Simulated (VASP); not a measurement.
# Ce (Im-3m) in VASP: single point with LDA

Aim: the single point of Ce with LDA.

All numbers are computed with VASP 6.6.1; they aren't measurements. Logs are shortened: lines on timing, memory, paths and dates and some standing lists are left out, and cuts for length are marked.

## (1) The cell of the first run

Symmetry: Im-3m, No. 229, cubic system. Conventional cell: a = 3.635 Å, b = 3.635 Å, c = 3.635 Å, α = 90.00°, β = 90.00°, γ = 90.00°. Ce (site symmetry m-3m) has 14 Ce at 3.15 to 3.64 Å within 4.1 Å.

This isn't the form of Ce at room conditions, which is fcc.

## (2) Single point, LDA

File INCAR:

```
SYSTEM = Ce
PREC = Accurate ; ENCUT = 520
EDIFF = 1E-6 ; ISMEAR = -1
SIGMA = 0.13605693000000002 ; LREAL = .False.
LASPH = .True. ; NELM = 80
ALGO = Normal ; ISIF = 2
LWAVE = .False. ; LCHARG = .True.
GGA = CA ; LELF = .True.
LVHAR = .True. ; NBANDS = 12
```

File KPOINTS:

```
regular mesh
0
Gamma
  13 13 13
  0 0 0
```

File POSCAR:

```
Ce
1.0
   -1.8176756546      1.8176756546      1.8176756546
    1.8176756546     -1.8176756546      1.8176756546
    1.8176756546      1.8176756546     -1.8176756546
Ce
1
Direct
    0.0000000000      0.0000000000      0.0000000000
```

Potentials or basis: VASP PAW LDA potentials, release 64 (Ce).

On the command line:

```console
$ cat potpaw_LDA.64/Ce/POTCAR > POTCAR
$ mpirun -np 1 vasp_std > vasp.out
```

OUTCAR:

```text
SYSTEM = Ce
   PREC = Accurate
   ENCUT = 520
   EDIFF = 1E-6
   ISMEAR = -1
   LREAL = .False.
   LASPH = .True.
   NELM = 80
   ISIF = 2
   GGA = CA

 ion  position               nearest neighbor table
   1  0.000  0.000  0.000-

  LATTYP: Found a body centered cubic cell.
 ALAT       =     3.6353513092

  Lattice vectors:

 A1 = (  -1.8176756546,   1.8176756546,   1.8176756546)
 A2 = (   1.8176756546,  -1.8176756546,   1.8176756546)
 A3 = (   1.8176756546,   1.8176756546,  -1.8176756546)

Analysis of symmetry for initial positions (statically):
=====================================================================
 Subroutine PRICEL returns:
 Original cell was already a primitive cell.

 Routine SETGRP: Setting up the symmetry group for a
 body centered cubic supercell.

 Subroutine GETGRP returns: Found 48 space group operations
 (whereof 48 operations were pure point group operations)
 out of a pool of 48 trial point group operations.

The static configuration has the point symmetry O_h .

Analysis of symmetry for dynamics (positions and initial velocities):
=====================================================================
 Subroutine PRICEL returns:
 Original cell was already a primitive cell.

 Routine SETGRP: Setting up the symmetry group for a
 body centered cubic supercell.

 Subroutine GETGRP returns: Found 48 space group operations
 (whereof 48 operations were pure point group operations)
 out of a pool of 48 trial point group operations.

The dynamic configuration has the point symmetry O_h .

 Subroutine INISYM returns: Found 48 space group operations
 (whereof 48 operations are pure point group operations),
 and found     1 'primitive' translations

----------------------------------------------------------------------------------------

                                     Primitive cell

  volume of cell :      24.0220

  direct lattice vectors                    reciprocal lattice vectors
    -1.817675655  1.817675655  1.817675655     0.000000000  0.275076579  0.275076579
     1.817675655 -1.817675655  1.817675655     0.275076579  0.000000000  0.275076579
     1.817675655  1.817675655 -1.817675655     0.275076579  0.275076579  0.000000000

  length of vectors
     3.148306585  3.148306585  3.148306585     0.389017028  0.389017028  0.389017028

  position of ions in fractional coordinates (direct lattice)
     0.000000000  0.000000000  0.000000000

  ion indices of the primitive-cell ions
   primitive index   ion index
                 1           1

----------------------------------------------------------------------------------------

 KPOINTS: regular mesh

Automatic generation of k-mesh.
 Grid dimensions read from file:
 generate k-points for:   13   13   13

 Generating k-lattice:

  Cartesian coordinates                     Fractional coordinates (reciprocal lattice)
     0.000000000  0.021159737  0.021159737     0.076923077  0.000000000  0.000000000
     0.021159737  0.000000000  0.021159737     0.000000000  0.076923077  0.000000000
     0.021159737  0.021159737  0.000000000     0.000000000  0.000000000  0.076923077

  Length of vectors
     0.029924387  0.029924387  0.029924387

  Shift w.r.t. Gamma in fractional coordinates (k-lattice)
     0.000000000  0.000000000  0.000000000

 Subroutine IBZKPT returns following result:
 ===========================================

 Found     84 irreducible k-points:

 Following reciprocal coordinates:
            Coordinates               Weight
  0.000000  0.000000  0.000000      1.000000
  0.076923  0.000000  0.000000     12.000000
  0.153846  0.000000  0.000000     12.000000
  0.230769  0.000000  0.000000     12.000000
  0.307692  0.000000  0.000000     12.000000
  0.384615  0.000000  0.000000     12.000000
[... 16 lines left out ...]
  0.153846  0.076923  0.076923     24.000000
  0.230769  0.076923  0.076923     24.000000
 [... further k-points ...]
   k-points           NKPTS =     84   k-points in BZ     NKDIM =     84   number of bands    NBANDS=     12
   number of dos      NEDOS =    301   number of ions     NIONS =      1
   total plane-waves  NPLWV =  13824
   dimension x,y,z NGX =    24 NGY =   24 NGZ =   24
   dimension x,y,z NGXF=    48 NGYF=   48 NGZF=   48
   ions per type =               1
   NGX,Y,Z   is equivalent  to a cutoff of  12.67, 12.67, 12.67 a.u.
   NGXF,Y,Z  is equivalent  to a cutoff of  25.35, 25.35, 25.35 a.u.
 SYSTEM =  Ce
   PREC   = accura    normal or accurate (medium, high low for compatibility)
   ISTART =      0    job   : 0-new  1-cont  2-samecut
   ICHARG =      2    charge: 1-file 2-atom 10-const
   ISPIN  =      1    spin polarized calculation?
   LNONCOLLINEAR =      F non collinear calculations
   LSORBIT =      F    spin-orbit coupling
   LASPH  =      T    aspherical Exc in radial PAW
   ENCUT  =  520.0 eV  38.22 Ry    6.18 a.u.   5.85  5.85  5.85*2*pi/ulx,y,z
   NELM   =     80;   NELMIN=  2; NELMDL= -5     # of ELM steps
   EDIFF  = 0.1E-05   stopping-criterion for ELM
   LREAL  =      F    real-space projection
   EDIFFG = 0.1E-04   stopping-criterion for IOM
   NSW    =      0    number of steps for IOM
   IBRION =     -1    ionic relax: 0-MD 1-quasi-New 2-CG
   NFREE  =      0    steps in history (QN), initial steepest desc. (CG)
   ISIF   =      2    stress and relaxation
   ISYM   =      2    0-nonsym 1-usesym 2-fastsym
   POTIM  = 0.5000    time-step for ionic-motion
   TEBEG  =    0.0;   TEEND  =   0.0 temperature during run
   PSTRESS=    0.0 pullay stress
   NELECT =      12.0000    total number of electrons
   NUPDOWN=      -1.0000    fix difference up-down
   EMIN   =  10.00;   EMAX   =-10.00  energy-range for DOS
   EFERMI =   0.00;   METHOD = LEGACY
   ISMEAR =    -1;   SIGMA  =   0.14  broadening in eV -4-tet -1-fermi 0-gaus
   EFERMI_NEDOS =   21; number of points for ismear=-14 and -15
   IALGO  =     38    algorithm
   IMIX   =      4    mixing-type and parameters
     AMIX     =   0.40;   BMIX     =  1.00
     AMIX_MAG =   1.60;   BMIX_MAG =  1.00
  volume/ion in A,a.u.               =      24.02       162.11
  Fermi-wavevector in a.u.,A,eV,Ry     =   1.298969  2.454696 22.957396  1.687321
  Thomas-Fermi vector in A             =   2.430263
   LORBIT       =      0    0 simple, 1 ext, 2 COOP (PROOUT), +10 PAW based schemes
   GGA     = CA    functional components
   LHFCALC =     F    Hartree Fock is set to
   AEXX    =    0.0000 exact exchange contribution
   IVDW    =     0    specifies the selected vdW correction
   LEPSILON=     F    determine dielectric tensor
   LRPA    =     F    only Hartree local field effects (RPA)
 non-spin polarized calculation
  energy-cutoff  :      520.00
  volume of cell :       24.02
 maximum number of plane-waves:       670
   NGX = 11   NGY = 11   NGZ = 11

 number of electron      12.0000000 magnetization

 Free energy of the ion-electron system (eV)
  ---------------------------------------------------
  ext. energy  EPLUGINS =         0.00000000
  ---------------------------------------------------
  free energy    TOTEN  =        -6.76008517 eV

  energy without entropy =       -6.52122900  energy(sigma->0) =       -6.64065709

 E-fermi :  10.0468     XC(G=0): -11.9716

 val. band max:       10.0427522060   @ k =  -0.4615   0.4615   0.1538
 cond. band min:      10.0497569208   @ k =   0.3846   0.2308  -0.0000
 fundamental gap:      0.0070047148
 Fermi energy:        10.0467684974

 k-point     1 :       0.0000    0.0000    0.0000
  band No.  band energies     occupation
      1     -24.5043      2.00000
      2      -5.1954      2.00000
      3      -5.1954      2.00000
      4      -5.1954      2.00000
      5       7.6732      2.00000
      6      10.2155      0.44888
      7      10.2155      0.44888
      8      10.2155      0.44888
      9      11.2964      0.00021
     10      11.2964      0.00021
     11      11.2964      0.00021
     12      11.6005      0.00002

 k-point     2 :       0.0769    0.0000    0.0000
  band No.  band energies     occupation
      1     -24.4634      2.00000
      2      -5.4548      2.00000
      3      -5.2683      2.00000
      4      -5.2011      2.00000
      5       7.9971      2.00000
      6      10.1265      0.71521
      7      10.1840      0.53442
      8      10.2188      0.44035
      9      11.1737      0.00051
     10      11.1925      0.00044
     11      11.2732      0.00024
     12      11.4463      0.00007

 k-point     3 :       0.1538    0.0000    0.0000
  band No.  band energies     occupation
      1     -24.3469      2.00000
      2      -6.1236      2.00000
      3      -5.4636      2.00000
      4      -5.2168      2.00000
      5       8.6697      1.99992
      6      10.0057      1.14994
      7      10.0854      0.85883
      8      10.2299      0.41315
      9      10.9756      0.00217
     10      11.0551      0.00121
     11      11.2237      0.00035
     12      11.4149      0.00009

 k-point     4 :       0.2308    0.0000    0.0000
  band No.  band energies     occupation
      1     -24.1762      2.00000
      2      -6.9750      2.00000
      3      -5.7246      2.00000
      4      -5.2396      2.00000
      5       8.7309      1.99987
      6       9.9182      1.44008
      7      10.2488      0.36949
      8      10.3764      0.16292
      9      10.8612      0.00502
     10      11.0290      0.00146
     11      11.1863      0.00046
     12      11.4433      0.00007

 k-point     5 :       0.3077    0.0000    0.0000
  band No.  band energies     occupation
      1     -23.9862      2.00000
      2      -7.7982      2.00000
      3      -5.9854      2.00000
      4      -5.2646      2.00000
      5       8.3055      1.99999
      6       9.7115      1.84321
      7      10.2710      0.32267
      8      10.5962      0.03464
      9      10.8066      0.00748
     10      11.1816      0.00048
     11      11.1847      0.00047
     12      11.2685      0.00025

 k-point     6 :       0.3846    0.0000    0.0000
  band No.  band energies     occupation
      1     -23.8211      2.00000
      2      -8.4365      2.00000
      3      -6.1906      2.00000
      4      -5.2860      2.00000
      5       7.9049      2.00000
      6       9.5259      1.95742
      7      10.2893      0.28800
      8      10.5879      0.03679
      9      10.7837      0.00885
     10      11.1672      0.00053
     11      11.2123      0.00038
     12      11.2550      0.00028

 k-point     7 :       0.4615    0.0000    0.0000
  band No.  band energies     occupation
      1     -23.7241      2.00000
      2      -8.7836      2.00000
      3      -6.3024      2.00000
      4      -5.2982      2.00000
      5       7.6796      2.00000
      6       9.4183      1.98047
      7      10.2989      0.27105
      8      10.5666      0.04289
      9      10.7760      0.00936
     10      11.1227      0.00074
     11      11.2394      0.00031
     12      11.2644      0.00026

 k-point     8 :       0.0769    0.0769    0.0000
  band No.  band energies     occupation
      1     -24.3844      2.00000
      2      -5.9139      2.00000
      3      -5.3541      2.00000
      4      -5.2647      2.00000
      5       8.5333      1.99997
      6       9.9908      1.20287
      7      10.0864      0.85545
      8      10.2571      0.35132
      9      11.0194      0.00157
     10      11.1475      0.00061
     11      11.1786      0.00049
     12      11.3636      0.00013
[... 166 lines left out ...]
 k-point    20 :       0.3846    0.2308   -0.0000
  band No.  band energies     occupation
      1     -23.6327      2.00000
      2      -8.3376      2.00000
      3      -7.1970      2.00000
      4      -5.6742      2.00000
      5       8.8101      1.99977
      6      10.0498      0.98902
      7      10.4872      0.07557
      8      10.6346      0.02623
      9      10.9948      0.00188
     10      11.1347      0.00067
     11      11.2499      0.00029
     12      11.2584      0.00027

 k-point    21 :       0.3077    0.3077    0.0000
  band No.  band energies     occupation
      1     -23.6155      2.00000
      2      -8.0818      2.00000
      3      -7.5649      2.00000
      4      -5.7070      2.00000
      5       8.9413      1.99941
      6      10.2157      0.44820
      7      10.4256      0.11633
      8      10.6816      0.01865
      9      11.0994      0.00087
     10      11.1420      0.00064
     11      11.2232      0.00035
     12      11.4550      0.00006

 k-point    22 :       0.0769    0.0769    0.0769
  band No.  band energies     occupation
      1     -24.2764      2.00000
      2      -6.5279      2.00000
      3      -5.3875      2.00000
      4      -5.3875      2.00000
      5       9.1161      1.99786
      6       9.8646      1.58461
      7       9.8646      1.58461
      8      10.3548      0.18826
      9      10.9901      0.00195
     10      11.0990      0.00087
     11      11.0990      0.00087
     12      11.3889      0.00010

 k-point    23 :       0.1538    0.0769    0.0769
  band No.  band energies     occupation
      1     -24.1188      2.00000
      2      -7.2134      2.00000
      3      -5.6959      2.00000
      4      -5.4350      2.00000
      5       9.2809      1.99284
      6       9.7551      1.79020
      7      10.0844      0.86253
      8      10.4269      0.11534
      9      10.9790      0.00211
     10      11.0576      0.00119
     11      11.1140      0.00078
     12      11.3769      0.00011

 k-point    24 :       0.2308    0.0769    0.0769
  band No.  band energies     occupation
      1     -23.9444      2.00000
      2      -7.8562      2.00000
      3      -6.0570      2.00000
      4      -5.4860      2.00000
      5       8.8986      1.99957
      6       9.6706      1.88147
      7      10.4638      0.08917
      8      10.4682      0.08640
      9      10.8820      0.00431
     10      11.0530      0.00123
     11      11.2408      0.00031
     12      11.4036      0.00009

 [... further k-points ...]
[... 5 lines left out ...]
  --------------------------------------------------------------------------------------
  -------------------------------------------------------------------------------------
  Total       -0.1163632     -0.1163632     -0.1163632      0.0000000     -0.0000000      0.0000000
  in kB       -7.7609884     -7.7609884     -7.7609884      0.0000000     -0.0000000      0.0000000
  external PRESSURE =      -7.7609884 kB  Pullay stress =       0.0000000 kB

 VOLUME and BASIS-vectors are now :
 -----------------------------------------------------------------------------
  energy-cutoff  :      520.00
  volume of cell :       24.02
      direct lattice vectors                 reciprocal lattice vectors
    -1.817675655  1.817675655  1.817675655     0.000000000  0.275076579  0.275076579
     1.817675655 -1.817675655  1.817675655     0.275076579  0.000000000  0.275076579
     1.817675655  1.817675655 -1.817675655     0.275076579  0.275076579  0.000000000

 POSITION                                       TOTAL-FORCE (eV/Angst)
 -----------------------------------------------------------------------------------
      0.00000      0.00000      0.00000         0.000000     -0.000000      0.000000
 -----------------------------------------------------------------------------------
    total drift:                               -0.000000      0.000000      0.000000

  FREE ENERGIE OF THE ION-ELECTRON SYSTEM (eV)
  ---------------------------------------------------
  free  energy   TOTEN  =        -6.7600851689 eV

  energy  without entropy=       -6.5212290039  energy(sigma->0) =       -6.64065709
```

It took 26 s on 1 thread of AMD EPYC 7R13 (Zen 3), shared host; peak memory 0.13 GiB.

What came out:

```
Free energy            : -6.7601 eV
Pressure               : -0.8 GPa
Band gap on the k mesh : zero (bands 6 and 7 overlap by 1.20 eV)
```

Caveat: spin-orbit coupling is left out, which moves the levels of the heavy elements; semilocal functionals describe open f shells poorly, which spoils levels, moments and volumes. Spin polarisation is off, so any magnetic state and its effect on volume and gap are missing.
